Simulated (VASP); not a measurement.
# Al (I4/mmm) in VASP: further runs

Al is run at these levels: PBE; tasks: single point.

All numbers are computed with VASP 6.6.1; they aren't measurements. Logs are shortened: lines on timing, memory, paths and dates and some standing lists are left out, and cuts for length are marked.

## Step 1: The cell of the first run

Symmetry: I4/mmm, No. 139, tetragonal system. The conventional cell has a = 2.993 Å, b = 2.993 Å, c = 3.476 Å, α = 90.00°, β = 90.00°, γ = 90.00°. Within 3.6 Å of Al (site symmetry 4/mmm) lie 14 Al at 2.74 to 3.48 Å.

## Step 2: Single point, PBE (volume 15.574 Å^3 an atom, c/a of the conventional cell 1.1612)

INCAR

```
SYSTEM = Al
ALGO     = Normal         ! electronic algorithm
EDIFF    = 1E-7           ! SCF threshold, eV
ENCUT    = 520            ! plane-wave cutoff, eV
GGA      = PE             ! functional
ISIF     = 2              ! what is computed and relaxed
ISMEAR   = 0              ! smearing method
LASPH    = .TRUE.         ! aspherical terms in the spheres
LCHARG   = .FALSE.        ! write CHGCAR
LREAL    = .FALSE.        ! projectors in reciprocal space
LWAVE    = .FALSE.        ! write WAVECAR
NBANDS   = 8              ! bands
NELM     = 80             ! most SCF steps
PREC     = Accurate       ! precision mode
SIGMA    = 0.15           ! smearing width, eV
```

KPOINTS

```
k-points
0
G
  22 22 22
  0 0 0
```

POSCAR

```
Al
1.0
   -1.4967331718      1.4967331718      1.7380065591
    1.4967331718     -1.4967331718      1.7380065591
    1.4967331718      1.4967331718     -1.7380065591
Al
1
Direct
    0.0000000000      0.0000000000      0.0000000000
```

Potentials or basis: VASP PAW PBE potentials, release 64 (Al).

The run is started by

```
cat potpaw_PBE.64/Al/POTCAR > POTCAR
mpirun -np 1 vasp_std > vasp.out
```

OUTCAR:

```text
SYSTEM = Al
   EDIFF = 1E-7
   ENCUT = 520
   GGA = PE
   ISIF = 2
   ISMEAR = 0
   LASPH = .TRUE.
   LREAL = .FALSE.
   NELM = 80
   PREC = Accurate

 ion  position               nearest neighbor table
   1  0.000  0.000  0.000-

  LATTYP: Found a body centered tetragonal cell.
 ALAT       =     2.9934663436
 C/A-ratio  =     1.1612000000

  Lattice vectors:

 A1 = (  -1.4967331718,   1.4967331718,   1.7380065591)
 A2 = (   1.4967331718,  -1.4967331718,   1.7380065591)
 A3 = (   1.4967331718,   1.4967331718,  -1.7380065591)

Analysis of symmetry for initial positions (statically):
=====================================================================
 Subroutine PRICEL returns:
 Original cell was already a primitive cell.

 Routine SETGRP: Setting up the symmetry group for a
 body centered tetragonal supercell.

 Subroutine GETGRP returns: Found 16 space group operations
 (whereof 16 operations were pure point group operations)
 out of a pool of 16 trial point group operations.

The static configuration has the point symmetry D_4h.

Analysis of symmetry for dynamics (positions and initial velocities):
=====================================================================
 Subroutine PRICEL returns:
 Original cell was already a primitive cell.

 Routine SETGRP: Setting up the symmetry group for a
 body centered tetragonal supercell.

 Subroutine GETGRP returns: Found 16 space group operations
 (whereof 16 operations were pure point group operations)
 out of a pool of 16 trial point group operations.

The dynamic configuration has the point symmetry D_4h.

 Subroutine INISYM returns: Found 16 space group operations
 (whereof 16 operations are pure point group operations),
 and found     1 'primitive' translations

----------------------------------------------------------------------------------------

                                     Primitive cell

  volume of cell :      15.5740

  direct lattice vectors                    reciprocal lattice vectors
    -1.496733172  1.496733172  1.738006559     0.000000000  0.334060880  0.287685911
     1.496733172 -1.496733172  1.738006559     0.334060880  0.000000000  0.287685911
     1.496733172  1.496733172 -1.738006559     0.334060880  0.334060880  0.000000000

  length of vectors
     2.738811270  2.738811270  2.738811270     0.440862626  0.440862626  0.472433427

  position of ions in fractional coordinates (direct lattice)
     0.000000000  0.000000000  0.000000000

  ion indices of the primitive-cell ions
   primitive index   ion index
                 1           1

----------------------------------------------------------------------------------------

 KPOINTS: k-points

Automatic generation of k-mesh.
 Grid dimensions read from file:
 generate k-points for:   22   22   22

 Generating k-lattice:

  Cartesian coordinates                     Fractional coordinates (reciprocal lattice)
     0.000000000  0.015184585  0.013076632     0.045454545  0.000000000 -0.000000000
     0.015184585  0.000000000  0.013076632     0.000000000  0.045454545 -0.000000000
     0.015184585  0.015184585  0.000000000     0.000000000  0.000000000  0.045454545

  Length of vectors
     0.020039210  0.020039210  0.021474247

  Shift w.r.t. Gamma in fractional coordinates (k-lattice)
     0.000000000  0.000000000  0.000000000

 Subroutine IBZKPT returns following result:
 ===========================================

 Found    834 irreducible k-points:

 Following reciprocal coordinates:
            Coordinates               Weight
  0.000000  0.000000  0.000000      1.000000
  0.045455 -0.000000  0.000000      8.000000
  0.090909 -0.000000  0.000000      8.000000
  0.136364  0.000000  0.000000      8.000000
  0.181818 -0.000000  0.000000      8.000000
  0.227273  0.000000 -0.000000      8.000000
[... 16 lines left out ...]
  0.500000  0.045455  0.000000     16.000000
 -0.454545  0.045455  0.000000     16.000000
 [... further k-points ...]
   k-points           NKPTS =    834   k-points in BZ     NKDIM =    834   number of bands    NBANDS=      8
   number of dos      NEDOS =    301   number of ions     NIONS =      1
   total plane-waves  NPLWV =   8000
   dimension x,y,z NGX =    20 NGY =   20 NGZ =   20
   dimension x,y,z NGXF=    40 NGYF=   40 NGZF=   40
   ions per type =               1
   NGX,Y,Z   is equivalent  to a cutoff of  12.14, 12.14, 12.14 a.u.
   NGXF,Y,Z  is equivalent  to a cutoff of  24.28, 24.28, 24.28 a.u.
 SYSTEM =  Al
   PREC   = accura    normal or accurate (medium, high low for compatibility)
   ISTART =      0    job   : 0-new  1-cont  2-samecut
   ICHARG =      2    charge: 1-file 2-atom 10-const
   ISPIN  =      1    spin polarized calculation?
   LNONCOLLINEAR =      F non collinear calculations
   LSORBIT =      F    spin-orbit coupling
   LASPH  =      T    aspherical Exc in radial PAW
   ENCUT  =  520.0 eV  38.22 Ry    6.18 a.u.   5.09  5.09  5.09*2*pi/ulx,y,z
   NELM   =     80;   NELMIN=  2; NELMDL= -5     # of ELM steps
   EDIFF  = 0.1E-06   stopping-criterion for ELM
   LREAL  =      F    real-space projection
   EDIFFG = 0.1E-05   stopping-criterion for IOM
   NSW    =      0    number of steps for IOM
   IBRION =     -1    ionic relax: 0-MD 1-quasi-New 2-CG
   NFREE  =      0    steps in history (QN), initial steepest desc. (CG)
   ISIF   =      2    stress and relaxation
   ISYM   =      2    0-nonsym 1-usesym 2-fastsym
   POTIM  = 0.5000    time-step for ionic-motion
   TEBEG  =    0.0;   TEEND  =   0.0 temperature during run
   PSTRESS=    0.0 pullay stress
   NELECT =       3.0000    total number of electrons
   NUPDOWN=      -1.0000    fix difference up-down
   EMIN   =  10.00;   EMAX   =-10.00  energy-range for DOS
   EFERMI =   0.00;   METHOD = LEGACY
   ISMEAR =     0;   SIGMA  =   0.15  broadening in eV -4-tet -1-fermi 0-gaus
   EFERMI_NEDOS =   21; number of points for ismear=-14 and -15
   IALGO  =     38    algorithm
   IMIX   =      4    mixing-type and parameters
     AMIX     =   0.40;   BMIX     =  1.00
     AMIX_MAG =   1.60;   BMIX_MAG =  1.00
  volume/ion in A,a.u.               =      15.57       105.10
  Fermi-wavevector in a.u.,A,eV,Ry     =   0.945472  1.786682 12.162475  0.893917
  Thomas-Fermi vector in A             =   2.073376
   LORBIT       =      0    0 simple, 1 ext, 2 COOP (PROOUT), +10 PAW based schemes
   GGA     = PE    functional components
   LHFCALC =     F    Hartree Fock is set to
   AEXX    =    0.0000 exact exchange contribution
   IVDW    =     0    specifies the selected vdW correction
   LEPSILON=     F    determine dielectric tensor
   LRPA    =     F    only Hartree local field effects (RPA)
 non-spin polarized calculation
 Gauss-broadening in eV      SIGMA  =   0.15
  energy-cutoff  :      520.00
  volume of cell :       15.57
 maximum number of plane-waves:       435
   NGX = 11   NGY = 11   NGZ = 11

 number of electron       3.0000000 magnetization

 Free energy of the ion-electron system (eV)
  ---------------------------------------------------
  ext. energy  EPLUGINS =         0.00000000
  ---------------------------------------------------
  free energy    TOTEN  =        -3.66338580 eV

  energy without entropy =       -3.65871235  energy(sigma->0) =       -3.66104907

 E-fermi :   8.5915     XC(G=0): -10.4099

 val. band max:        8.5914560005   @ k =  -0.0455  -0.3636   0.0455
 cond. band min:       8.5937875402   @ k =  -0.2727   0.4091   0.1818
 fundamental gap:      0.0023315397
 Fermi energy:         8.5915417790

 k-point     1 :       0.0000    0.0000    0.0000
  band No.  band energies     occupation
      1      -2.9213      2.00000
      2      21.4405      0.00000
      3      21.4405      0.00000
      4      23.4230      0.00000
      5      23.4584      0.00000
      6      23.9995      0.00000
      7      23.9995      0.00000
      8      24.8275      0.00000

 k-point     2 :       0.0455   -0.0000    0.0000
  band No.  band energies     occupation
      1      -2.8618      2.00000
      2      20.6369      0.00000
      3      21.1911      0.00000
      4      22.8038      0.00000
      5      23.7082      0.00000
      6      24.0955      0.00000
      7      24.4536      0.00000
      8      24.7795      0.00000

 k-point     3 :       0.0909   -0.0000    0.0000
  band No.  band energies     occupation
      1      -2.6837      2.00000
      2      18.9540      0.00000
      3      20.6637      0.00000
      4      22.2485      0.00000
      5      23.5835      0.00000
      6      24.1541      0.00000
      7      24.6279      0.00000
      8      25.4134      0.00000

 k-point     4 :       0.1364    0.0000    0.0000
  band No.  band energies     occupation
      1      -2.3873      2.00000
      2      17.0736      0.00000
      3      20.0939      0.00000
      4      21.7999      0.00000
      5      22.7710      0.00000
      6      24.3865      0.00000
      7      24.7284      0.00000
      8      25.8183      0.00000

 k-point     5 :       0.1818   -0.0000    0.0000
  band No.  band energies     occupation
      1      -1.9734      2.00000
      2      15.1858      0.00000
      3      19.5682      0.00000
      4      21.4063      0.00000
      5      21.9375      0.00000
      6      24.1498      0.00000
      7      24.6158      0.00000
      8      26.1333      0.00000

 k-point     6 :       0.2273    0.0000   -0.0000
  band No.  band energies     occupation
      1      -1.4431      2.00000
      2      13.3474      0.00000
      3      19.1163      0.00000
      4      21.0625      0.00000
      5      21.1546      0.00000
      6      23.5262      0.00000
      7      24.6756      0.00000
      8      26.8892      0.00000

 k-point     7 :       0.2727   -0.0000    0.0000
  band No.  band energies     occupation
      1      -0.7979      2.00000
      2      11.5813      0.00000
      3      18.7504      0.00000
      4      20.4501      0.00000
      5      20.7757      0.00000
      6      22.8833      0.00000
      7      24.8593      0.00000
      8      27.7955      0.00000
[... 133 lines left out ...]
 k-point    20 :       0.3636    0.0455    0.0000
  band No.  band energies     occupation
      1       1.2812      2.00000
      2       7.7037      2.00000
      3      17.1181      0.00000
      4      19.1357      0.00000
      5      20.6072      0.00000
      6      22.6368      0.00000
      7      26.6829      0.00000
      8      28.9271      0.00000

 k-point    21 :       0.4091    0.0455    0.0000
  band No.  band energies     occupation
      1       2.3037      2.00000
      2       6.2526      2.00000
      3      17.0743      0.00000
      4      18.7638      0.00000
      5      20.5806      0.00000
      6      22.2410      0.00000
      7      27.0510      0.00000
      8      28.2767      0.00000

 k-point    22 :       0.4545    0.0455    0.0000
  band No.  band energies     occupation
      1       3.4167      2.00000
      2       4.9173      2.00000
      3      17.1311      0.00000
      4      18.4906      0.00000
      5      20.6497      0.00000
      6      21.9338      0.00000
      7      26.8105      0.00000
      8      28.3536      0.00000

 k-point    23 :       0.5000    0.0455    0.0000
  band No.  band energies     occupation
      1       3.5832      2.00000
      2       4.7354      2.00000
      3      17.2884      0.00000
      4      18.3181      0.00000
      5      20.8108      0.00000
      6      21.7199      0.00000
      7      26.1805      0.00000
      8      29.0096      0.00000

 k-point    24 :      -0.4545    0.0455    0.0000
  band No.  band energies     occupation
      1       2.4642      2.00000
      2       6.0457      2.00000
      3      17.5441      0.00000
      4      18.2487      0.00000
      5      21.0476      0.00000
      6      21.6114      0.00000
      7      25.5757      0.00000
      8      29.8374      0.00000

 [... further k-points ...]
[... 5 lines left out ...]
  --------------------------------------------------------------------------------------
  -------------------------------------------------------------------------------------
  Total        0.3595423      0.3595423      1.1777791      0.0000000     -0.0000000      0.0000000
  in kB       36.9879572     36.9879572    121.1641789      0.0000000     -0.0000000      0.0000000
  external PRESSURE =      65.0466977 kB  Pullay stress =       0.0000000 kB

 VOLUME and BASIS-vectors are now :
 -----------------------------------------------------------------------------
  energy-cutoff  :      520.00
  volume of cell :       15.57
      direct lattice vectors                 reciprocal lattice vectors
    -1.496733172  1.496733172  1.738006559     0.000000000  0.334060880  0.287685911
     1.496733172 -1.496733172  1.738006559     0.334060880  0.000000000  0.287685911
     1.496733172  1.496733172 -1.738006559     0.334060880  0.334060880  0.000000000

 POSITION                                       TOTAL-FORCE (eV/Angst)
 -----------------------------------------------------------------------------------
      0.00000      0.00000      0.00000         0.000000      0.000000      0.000000
 -----------------------------------------------------------------------------------
    total drift:                                0.000000      0.000000      0.000000

  FREE ENERGIE OF THE ION-ELECTRON SYSTEM (eV)
  ---------------------------------------------------
  free  energy   TOTEN  =        -3.6633858039 eV

  energy  without entropy=       -3.6587123455  energy(sigma->0) =       -3.66104907
```

Wall time 59 s (1 thread of Intel Xeon Platinum 8488C (Sapphire Rapids), shared host); peak memory 0.19 GiB.

Results:

```yaml
Free_energy: -3.6634 eV
Pressure: 6.5 GPa
```

Levels at points of the mesh, in eV from the Fermi level:
| k point | band 1 | band 2 | band 3 | band 4 | band 5 |
| --- | --- | --- | --- | --- | --- |
| (0.00, 0.00, 0.00) | -11.51 | 12.85 | 12.85 | 14.83 | 14.87 |
| (0.50, 0.00, 0.00) | -4.71 | -4.27 | 9.68 | 9.86 | 11.72 |
| (0.50, 0.50, 0.00) | -3.95 | -2.93 | 6.63 | 7.01 | 8.18 |
| (0.50, 0.50, 0.50) | -0.57 | 1.21 | 3.55 | 3.55 | 3.84 |

## Step 3: Single point, PBE (volume 15.574 Å^3 an atom, c/a of the conventional cell 0.8612)

INCAR

```
SYSTEM = Al
  ALGO = Normal
  EDIFF = 1E-6
  ENCUT = 520
  GGA = PE
  ISIF = 2
  ISMEAR = 0
  LASPH = .TRUE.
  LCHARG = .FALSE.
  LREAL = .FALSE.
  LWAVE = .FALSE.
  NBANDS = 8
  NELM = 80
  PREC = Accurate
  SIGMA = 0.15
```

KPOINTS is that of step 2.

POSCAR

```
Al
1.0
   -1.6535299006      1.6535299006      1.4240199504
    1.6535299006     -1.6535299006      1.4240199504
    1.6535299006      1.6535299006     -1.4240199504
Al
1
Direct
    0.0000000000      0.0000000000      0.0000000000
```

Potentials or basis: VASP PAW PBE potentials, release 64 (Al).

The run is started by

```
cat potpaw_PBE.64/Al/POTCAR > POTCAR
mpirun -np 1 vasp_std > vasp.out
```

Wall time 45 s (1 thread of Intel Xeon Platinum 8488C (Sapphire Rapids), shared host); peak memory 0.19 GiB.

The run converged. Its results:

- Free energy: -3.6420 eV
- Pressure: 7.1 GPa

Stress tensor (GPa, compression positive):
```
7.59 0.00 0.00
0.00 7.59 0.00
0.00 0.00 6.09
```

Levels at points of the mesh, in eV from the Fermi level:
| k point | band 1 | band 2 | band 3 | band 4 | band 5 | band 6 |
| --- | --- | --- | --- | --- | --- | --- |
| (0.00, 0.00, 0.00) | -11.54 | 11.35 | 13.96 | 13.96 | 14.58 | 15.27 |
| (0.50, 0.00, 0.00) | -4.23 | -3.34 | 7.48 | 7.83 | 9.24 | 11.48 |
| (0.50, 0.50, 0.00) | -5.00 | -4.86 | 10.97 | 11.02 | 12.84 | 13.18 |
| (0.50, 0.50, 0.50) | 0.61 | 0.61 | 2.13 | 2.38 | 5.23 | 7.85 |
